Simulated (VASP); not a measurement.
# Sn2O5 (cubic X2O5 type) (Pn-3m) in VASP: further runs

Runs on Sn2O5 (cubic X2O5 type). Level: PBE. Tasks: single point.

Everything below comes from runs of VASP 6.6.1. Logs are shortened: lines on timing, memory, paths and dates and some standing lists are left out, and cuts for length are marked.

### Step 1. The cell of the first run

It takes space group Pn-3m (No. 224, cubic). The conventional cell has a = 5.390 Å, b = 5.390 Å, c = 5.390 Å, α = 90.00°, β = 90.00°, γ = 90.00°. Within 3.1 Å of Sn (site symmetry -3m) lie 12 O at 2.33 to 2.70 Å. O (site symmetry -3m) has 6 O at 2.33 Å and 6 Sn at 2.70 Å within 3.1 Å. Within 3.1 Å of O (site symmetry -42m) lie 4 Sn at 2.33 Å and 8 O at 2.33 to 2.70 Å.

### Step 2. Single point, PBE

INCAR

```
SYSTEM = Sn2O5
PREC = Accurate
ENCUT = 520
EDIFF = 1E-6
ISMEAR = -1
SIGMA = 0.06122561905347299
LREAL = .FALSE.
LASPH = .TRUE.
NELM = 60
ALGO = Normal
ISIF = 2
LWAVE = .FALSE.
LCHARG = .FALSE.
GGA = PE
NBANDS = 71
```

KPOINTS

```
Automatic mesh
0
G
  10 10 10
  0 0 0
```

POSCAR

```
Sn2O5
1.0
    5.3904183032      0.0000000000      0.0000000000
    0.0000000000      5.3904183032      0.0000000000
    0.0000000000      0.0000000000      5.3904183032
Sn O
4 10
Direct
    0.0000000000      0.0000000000      0.0000000000
    0.5000000000      0.5000000000      0.0000000000
    0.5000000000      0.0000000000      0.5000000000
    0.0000000000      0.5000000000      0.5000000000
    0.5000000000      0.0000000000      0.0000000000
    0.0000000000      0.5000000000      0.0000000000
    0.0000000000      0.0000000000      0.5000000000
    0.5000000000      0.5000000000      0.5000000000
    0.7500000000      0.7500000000      0.2500000000
    0.7500000000      0.2500000000      0.7500000000
    0.2500000000      0.7500000000      0.7500000000
    0.7500000000      0.2500000000      0.2500000000
    0.2500000000      0.7500000000      0.2500000000
    0.2500000000      0.2500000000      0.7500000000
```

Potentials or basis: VASP PAW PBE potentials, release 64 (Sn_d, O).

The run is started by

```
> cat potpaw_PBE.64/Sn_d/POTCAR potpaw_PBE.64/O/POTCAR > POTCAR
> mpirun -np 1 vasp_std > vasp.out
```

OUTCAR:

```text
SYSTEM = Sn2O5
   PREC = Accurate
   ENCUT = 520
   EDIFF = 1E-6
   ISMEAR = -1
   LREAL = .FALSE.
   LASPH = .TRUE.
   NELM = 60
   ISIF = 2
   GGA = PE

 ion  position               nearest neighbor table
   1  0.000  0.000  0.000-   9 2.33  10 2.33  11 2.33  12 2.33  13 2.33  14 2.33   5 2.70   6 2.70
                             7 2.70   7 2.70   6 2.70   5 2.70
   2  0.500  0.500  0.000-   9 2.33  10 2.33  11 2.33  12 2.33  13 2.33  14 2.33   5 2.70   6 2.70
                             8 2.70   8 2.70   5 2.70   6 2.70
   3  0.500  0.000  0.500-   9 2.33  10 2.33  11 2.33  12 2.33  13 2.33  14 2.33   5 2.70   7 2.70
                             8 2.70   5 2.70   8 2.70   7 2.70
   4  0.000  0.500  0.500-   9 2.33  10 2.33  11 2.33  12 2.33  13 2.33  14 2.33   6 2.70   7 2.70
                             8 2.70   6 2.70   7 2.70   8 2.70
   5  0.500  0.000  0.000-   1 2.70   2 2.70   3 2.70   3 2.70   2 2.70   1 2.70
   6  0.000  0.500  0.000-   1 2.70   2 2.70   4 2.70   4 2.70   1 2.70   2 2.70
   7  0.000  0.000  0.500-   1 2.70   3 2.70   4 2.70   1 2.70   4 2.70   3 2.70
   8  0.500  0.500  0.500-   2 2.70   3 2.70   4 2.70   2 2.70   3 2.70   4 2.70
   9  0.750  0.750  0.250-   1 2.33   2 2.33   3 2.33   4 2.33
  10  0.750  0.250  0.750-   1 2.33   2 2.33   3 2.33   4 2.33
  11  0.250  0.750  0.750-   1 2.33   2 2.33   3 2.33   4 2.33
  12  0.750  0.250  0.250-   1 2.33   2 2.33   3 2.33   4 2.33
  13  0.250  0.750  0.250-   1 2.33   2 2.33   3 2.33   4 2.33
  14  0.250  0.250  0.750-   1 2.33   2 2.33   3 2.33   4 2.33

  LATTYP: Found a simple cubic cell.
 ALAT       =     5.3904183032

  Lattice vectors:

 A1 = (   5.3904183032,   0.0000000000,   0.0000000000)
 A2 = (   0.0000000000,   5.3904183032,   0.0000000000)
 A3 = (   0.0000000000,   0.0000000000,   5.3904183032)

Analysis of symmetry for initial positions (statically):
=====================================================================
 Subroutine PRICEL returns:
 Original cell was already a primitive cell.

 Routine SETGRP: Setting up the symmetry group for a
 simple cubic supercell.

 Subroutine GETGRP returns: Found 48 space group operations
 (whereof 12 operations were pure point group operations)
 out of a pool of 48 trial point group operations.

The static configuration has the point symmetry D_3d.
 The point group associated with its full space group is O_h .

Analysis of symmetry for dynamics (positions and initial velocities):
=====================================================================
 Subroutine PRICEL returns:
 Original cell was already a primitive cell.

 Routine SETGRP: Setting up the symmetry group for a
 simple cubic supercell.

 Subroutine GETGRP returns: Found 48 space group operations
 (whereof 12 operations were pure point group operations)
 out of a pool of 48 trial point group operations.

The dynamic configuration has the point symmetry D_3d.
 The point group associated with its full space group is O_h .

 Subroutine INISYM returns: Found 48 space group operations
 (whereof 12 operations are pure point group operations),
 and found     1 'primitive' translations

----------------------------------------------------------------------------------------

                                     Primitive cell

  volume of cell :     156.6273

  direct lattice vectors                    reciprocal lattice vectors
     5.390418303  0.000000000  0.000000000     0.185514360  0.000000000  0.000000000
     0.000000000  5.390418303  0.000000000     0.000000000  0.185514360  0.000000000
     0.000000000  0.000000000  5.390418303     0.000000000  0.000000000  0.185514360

  length of vectors
     5.390418303  5.390418303  5.390418303     0.185514360  0.185514360  0.185514360

  position of ions in fractional coordinates (direct lattice)
     0.000000000  0.000000000  0.000000000
     0.500000000  0.500000000  0.000000000
     0.500000000  0.000000000  0.500000000
     0.000000000  0.500000000  0.500000000
     0.500000000  0.000000000  0.000000000
     0.000000000  0.500000000  0.000000000
     0.000000000  0.000000000  0.500000000
     0.500000000  0.500000000  0.500000000
     0.750000000  0.750000000  0.250000000
     0.750000000  0.250000000  0.750000000
     0.250000000  0.750000000  0.750000000
     0.750000000  0.250000000  0.250000000
     0.250000000  0.750000000  0.250000000
     0.250000000  0.250000000  0.750000000

  ion indices of the primitive-cell ions
   primitive index   ion index
                 1           1
                 2           2
                 3           3
                 4           4
                 5           5
                 6           6
                 7           7
                 8           8
                 9           9
                10          10
                11          11
                12          12
                13          13
                14          14

----------------------------------------------------------------------------------------

 KPOINTS: Automatic mesh

Automatic generation of k-mesh.
 Grid dimensions read from file:
 generate k-points for:   10   10   10

 Generating k-lattice:

  Cartesian coordinates                     Fractional coordinates (reciprocal lattice)
     0.018551436  0.000000000  0.000000000     0.100000000  0.000000000  0.000000000
     0.000000000  0.018551436  0.000000000     0.000000000  0.100000000  0.000000000
     0.000000000  0.000000000  0.018551436     0.000000000  0.000000000  0.100000000

  Length of vectors
     0.018551436  0.018551436  0.018551436

  Shift w.r.t. Gamma in fractional coordinates (k-lattice)
     0.000000000  0.000000000  0.000000000

 Subroutine IBZKPT returns following result:
 ===========================================

 Found     56 irreducible k-points:

 Following reciprocal coordinates:
            Coordinates               Weight
  0.000000  0.000000  0.000000      1.000000
  0.100000  0.000000  0.000000      6.000000
  0.200000  0.000000  0.000000      6.000000
  0.300000  0.000000  0.000000      6.000000
  0.400000  0.000000  0.000000      6.000000
  0.500000  0.000000  0.000000      3.000000
[... 16 lines left out ...]
  0.200000  0.100000  0.100000     24.000000
  0.300000  0.100000  0.100000     24.000000
 [... further k-points ...]
   k-points           NKPTS =     56   k-points in BZ     NKDIM =     56   number of bands    NBANDS=     71
   number of dos      NEDOS =    301   number of ions     NIONS =     14
   total plane-waves  NPLWV =  64000
   dimension x,y,z NGX =    40 NGY =   40 NGZ =   40
   dimension x,y,z NGXF=    80 NGYF=   80 NGZF=   80
   ions per type =               4  10
   NGX,Y,Z   is equivalent  to a cutoff of  12.34, 12.34, 12.34 a.u.
   NGXF,Y,Z  is equivalent  to a cutoff of  24.67, 24.67, 24.67 a.u.
 SYSTEM =  Sn2O5
   PREC   = accura    normal or accurate (medium, high low for compatibility)
   ISTART =      0    job   : 0-new  1-cont  2-samecut
   ICHARG =      2    charge: 1-file 2-atom 10-const
   ISPIN  =      1    spin polarized calculation?
   LNONCOLLINEAR =      F non collinear calculations
   LSORBIT =      F    spin-orbit coupling
   LASPH  =      T    aspherical Exc in radial PAW
   ENCUT  =  520.0 eV  38.22 Ry    6.18 a.u.  10.02 10.02 10.02*2*pi/ulx,y,z
   NELM   =     60;   NELMIN=  2; NELMDL= -5     # of ELM steps
   EDIFF  = 0.1E-05   stopping-criterion for ELM
   LREAL  =      F    real-space projection
[... 7 lines left out ...]
   TEBEG  =    0.0;   TEEND  =   0.0 temperature during run
   PSTRESS=    0.0 pullay stress
   NELECT =     116.0000    total number of electrons
   NUPDOWN=      -1.0000    fix difference up-down
   EMIN   =  10.00;   EMAX   =-10.00  energy-range for DOS
   EFERMI =   0.00;   METHOD = LEGACY
   ISMEAR =    -1;   SIGMA  =   0.06  broadening in eV -4-tet -1-fermi 0-gaus
   EFERMI_NEDOS =   21; number of points for ismear=-14 and -15
   IALGO  =     38    algorithm
   IMIX   =      4    mixing-type and parameters
     AMIX     =   0.40;   BMIX     =  1.00
     AMIX_MAG =   1.60;   BMIX_MAG =  1.00
  volume/ion in A,a.u.               =      11.19        75.50
  Fermi-wavevector in a.u.,A,eV,Ry     =   1.481170  2.799006 29.849356  2.193866
  Thomas-Fermi vector in A             =   2.595114
   LORBIT       =      0    0 simple, 1 ext, 2 COOP (PROOUT), +10 PAW based schemes
   GGA     = PE    functional components
   LHFCALC =     F    Hartree Fock is set to
   AEXX    =    0.0000 exact exchange contribution
   IVDW    =     0    specifies the selected vdW correction
   LEPSILON=     F    determine dielectric tensor
   LRPA    =     F    only Hartree local field effects (RPA)
 non-spin polarized calculation
  energy-cutoff  :      520.00
  volume of cell :      156.63
 maximum number of plane-waves:      4242
   NGX = 21   NGY = 21   NGZ = 21

 number of electron     115.9999981 magnetization

 Free energy of the ion-electron system (eV)
  ---------------------------------------------------
  ext. energy  EPLUGINS =         0.00000000
  ---------------------------------------------------
  free energy    TOTEN  =       -65.19942815 eV

  energy without entropy =      -64.94766382  energy(sigma->0) =      -65.07354598

 E-fermi :   6.9738     XC(G=0): -11.7953

 val. band max:        6.9712964690   @ k =   0.4000   0.4000   0.2000
 cond. band min:       6.9748990227   @ k =   0.4000   0.4000   0.0000
 fundamental gap:      0.0036025537
 Fermi energy:         6.9737788319

 k-point     1 :       0.0000    0.0000    0.0000
  band No.  band energies     occupation
      1     -14.5324      2.00000
      2     -14.5324      2.00000
      3     -14.4786      2.00000
      4     -14.3316      2.00000
      5     -14.3316      2.00000
      6     -14.3316      2.00000
[... 62 lines left out ...]
     69      14.3594      0.00000
     70      14.6667      0.00000

 k-point     2 :       0.1000    0.0000    0.0000
  band No.  band energies     occupation
      1     -14.5256      2.00000
      2     -14.5255      2.00000
      3     -14.4739      2.00000
      4     -14.3319      2.00000
      5     -14.3297      2.00000
      6     -14.3297      2.00000
[... 62 lines left out ...]
     69      14.5619      0.00000
     70      14.7113      0.00000

 k-point     3 :       0.2000    0.0000    0.0000
  band No.  band energies     occupation
      1     -14.5058      2.00000
      2     -14.5051      2.00000
      3     -14.4604      2.00000
      4     -14.3363      2.00000
      5     -14.3246      2.00000
      6     -14.3246      2.00000
[... 1522 lines left out ...]
     69      14.3668      0.00000
     70      14.7413      0.00000

 k-point    24 :       0.3000    0.1000    0.1000
  band No.  band energies     occupation
      1     -14.4664      2.00000
      2     -14.4640      2.00000
      3     -14.4352      2.00000
      4     -14.3503      2.00000
      5     -14.3325      2.00000
      6     -14.3199      2.00000
[... 62 lines left out ...]
     69      14.1565      0.00000
     70      14.8139      0.00000

 [... further k-points ...]

 [bands above 70 left out]

------------------------ aborting loop because EDIFF is reached ----------------------------------------

  FORCE on cell =-STRESS in cart. coord.  units (eV):
  Direction    XX          YY          ZZ          XY          YZ          ZX
  --------------------------------------------------------------------------------------
  -------------------------------------------------------------------------------------
  Total       -2.5042959     -2.5042959     -2.5042959      0.0000000      0.0000000      0.0000000
  in kB      -25.6170325    -25.6170325    -25.6170325      0.0000000      0.0000000      0.0000000
  external PRESSURE =     -25.6170325 kB  Pullay stress =       0.0000000 kB

 VOLUME and BASIS-vectors are now :
 -----------------------------------------------------------------------------
  energy-cutoff  :      520.00
  volume of cell :      156.63
      direct lattice vectors                 reciprocal lattice vectors
     5.390418303  0.000000000  0.000000000     0.185514360  0.000000000  0.000000000
     0.000000000  5.390418303  0.000000000     0.000000000  0.185514360  0.000000000
     0.000000000  0.000000000  5.390418303     0.000000000  0.000000000  0.185514360

 POSITION                                       TOTAL-FORCE (eV/Angst)
 -----------------------------------------------------------------------------------
      0.00000      0.00000      0.00000        -0.000000     -0.000000     -0.000000
      2.69521      2.69521      0.00000        -0.000000     -0.000000     -0.000000
      2.69521      0.00000      2.69521        -0.000000     -0.000000     -0.000000
      0.00000      2.69521      2.69521        -0.000000     -0.000000     -0.000000
      2.69521      0.00000      0.00000        -0.000000     -0.000000     -0.000000
      0.00000      2.69521      0.00000        -0.000000     -0.000000     -0.000000
      0.00000      0.00000      2.69521        -0.000000     -0.000000     -0.000000
      2.69521      2.69521      2.69521        -0.000000     -0.000000     -0.000000
      4.04281      4.04281      1.34760        -0.000000     -0.000000      0.000000
      4.04281      1.34760      4.04281        -0.000000      0.000000     -0.000000
      1.34760      4.04281      4.04281         0.000000      0.000000      0.000000
      4.04281      1.34760      1.34760         0.000000     -0.000000      0.000000
      1.34760      4.04281      1.34760         0.000000     -0.000000      0.000000
      1.34760      1.34760      4.04281        -0.000000      0.000000     -0.000000
 -----------------------------------------------------------------------------------
    total drift:                               -0.000000      0.000000     -0.000000

  FREE ENERGIE OF THE ION-ELECTRON SYSTEM (eV)
  ---------------------------------------------------
  free  energy   TOTEN  =       -65.1994281451 eV

  energy  without entropy=      -64.9476638156  energy(sigma->0) =      -65.07354598
```

Run time: 10 min. Hardware: 1 thread of Oxide Virtual Turin-like, shared host; peak memory 0.48 GiB.

Results:

```
Free energy            : -65.1994 eV
Pressure               : -2.6 GPa
Band gap on the k mesh : zero (bands 58 and 59 overlap by 0.25 eV)
```

Caveat: semilocal functionals underestimate gaps, so a narrow gap can read as zero; spin-orbit coupling is left out, which moves the levels of the heavy elements.

### Step 3. Single point, PBE

This run uses another cell than the first one, of 10.97 Å³/atom.

Edit INCAR of step 2 so:

```diff
@@ -3,3 +3,3 @@
 ENCUT = 520
-EDIFF = 1E-6
+EDIFF = 1E-7
 ISMEAR = -1
@@ -8,3 +8,3 @@
 LASPH = .TRUE.
-NELM = 60
+NELM = 80
 ALGO = Normal
```

KPOINTS

```
regular mesh
0
G
  10 10 10
  0 0 0
```

Edit POSCAR of step 2 so:

```diff
@@ -2,5 +2,5 @@
 1.0
-    5.3904183032      0.0000000000      0.0000000000
-    0.0000000000      5.3904183032      0.0000000000
-    0.0000000000      0.0000000000      5.3904183032
+    5.3549539981      0.0000000000      0.0000000000
+    0.0000000000      5.3549539981      0.0000000000
+    0.0000000000      0.0000000000      5.3549539981
 Sn O
```

Potentials or basis: VASP PAW PBE potentials, release 64 (Sn_d, O).

The run is started by

```
> cat potpaw_PBE.64/Sn_d/POTCAR potpaw_PBE.64/O/POTCAR > POTCAR
> mpirun -np 1 vasp_std > vasp.out
```

Wall time 12 min (1 thread of Oxide Virtual Turin-like, shared host); peak memory 0.48 GiB.

Results (log left out):

| Item | Value |
| --- | --- |
| Free energy | -65.2174 eV |
| Pressure | 0.2 GPa |
| Band gap on the k mesh | zero (bands 58 and 59 overlap by 0.26 eV) |

Levels at points of the mesh, in eV from the Fermi level:
| k point | band 55 | band 56 | band 57 | band 58 | band 59 | band 60 | band 61 | band 62 |
| --- | --- | --- | --- | --- | --- | --- | --- | --- |
| (0.00, 0.00, 0.00) | -1.21 | -0.08 | -0.08 | -0.08 | 0.28 | 0.28 | 0.28 | 1.58 |
| (0.50, 0.00, 0.00) | -0.45 | -0.45 | 0.04 | 0.04 | 0.06 | 0.06 | 1.44 | 1.44 |
| (0.50, 0.50, 0.00) | -0.51 | -0.51 | -0.16 | -0.16 | 0.07 | 0.07 | 0.91 | 0.91 |
| (0.50, 0.50, 0.50) | 0.06 | 0.14 | 0.14 | 0.18 | 0.18 | 0.18 | 1.91 | 1.91 |

Caveat: semilocal functionals underestimate gaps, so a narrow gap can read as zero; spin-orbit coupling is left out, which moves the levels of the heavy elements.

### Step 4. Single point, PBE

This run uses another cell than the first one, of 11.41 Å³/atom.

INCAR

```
SYSTEM = Sn2O5
ALGO = Normal
EDIFF = 1E-7
ENCUT = 520
GGA = PE
ISIF = 2
ISMEAR = -1
LASPH = .True.
LCHARG = .False.
LREAL = .False.
LWAVE = .False.
NBANDS = 71
NELM = 100
PREC = Accurate
SIGMA = 0.06122561905347299
```

KPOINTS

```
k-points
0
Gamma
  10 10 10
  0 0 0
```

Edit POSCAR of step 3 so:

```diff
@@ -2,5 +2,5 @@
 1.0
-    5.3549539981      0.0000000000      0.0000000000
-    0.0000000000      5.3549539981      0.0000000000
-    0.0000000000      0.0000000000      5.3549539981
+    5.4254220002      0.0000000000      0.0000000000
+    0.0000000000      5.4254220002      0.0000000000
+    0.0000000000      0.0000000000      5.4254220002
 Sn O
```

The run is started by

```
> cat potpaw_PBE.64/Sn_d/POTCAR potpaw_PBE.64/O/POTCAR > POTCAR
> mpirun -np 1 vasp_std > vasp.out
```

Wall time 12 min (1 thread of Oxide Virtual Turin-like, shared host); peak memory 0.49 GiB.

It converged, with:

| Quantity | Value |
| --- | --- |
| Free energy | -65.1321 eV |
| Pressure | -5.0 GPa |
| Band gap on the k mesh | zero (bands 58 and 59 overlap by 0.25 eV) |

Levels at points of the mesh, in eV from the Fermi level:
```tsv
k point	band 54	band 55	band 56	band 57	band 58	band 59	band 60	band 61	band 62	band 63
(0.00, 0.00, 0.00)	-1.14	-1.14	-0.06	-0.06	-0.06	0.28	0.28	0.28	1.40	1.40
(0.50, 0.00, 0.00)	-0.79	-0.43	-0.43	0.03	0.03	0.05	0.05	1.31	1.31	1.85
(0.50, 0.50, 0.00)	-0.52	-0.47	-0.47	-0.14	-0.14	0.07	0.07	0.75	0.75	1.68
(0.50, 0.50, 0.50)	0.04	0.04	0.14	0.14	0.17	0.17	0.17	1.70	1.70	1.70
```

Caveat: the cell stands under tension; semilocal functionals underestimate gaps, so a narrow gap can read as zero; spin-orbit coupling is left out, which moves the levels of the heavy elements.

### Step 5. The runs side by side

| cell | gap on the mesh (eV) | pressure (GPa) |
| --- | --- | --- |
| a = 5.390 Å, 14 atoms | none | -2.6 |
| a = 5.355 Å, 14 atoms | none | 0.2 |
| a = 5.425 Å, 14 atoms | none | -5.0 |

Alike in all rows: task single point; level PBE; potentials or basis VASP PAW PBE potentials, release 64 (Sn_d, O); no spin polarisation; k mesh 10 × 10 × 10; cutoff (eV) 520; smearing fermi-dirac 0.0612256 eV.

Caveats: semilocal functionals underestimate gaps, so a narrow gap can read as zero; spin-orbit coupling is left out, which moves the levels of the heavy elements; the cell stands under tension (at least some runs).

Absolute energies hang on the potentials; compare differences alone.
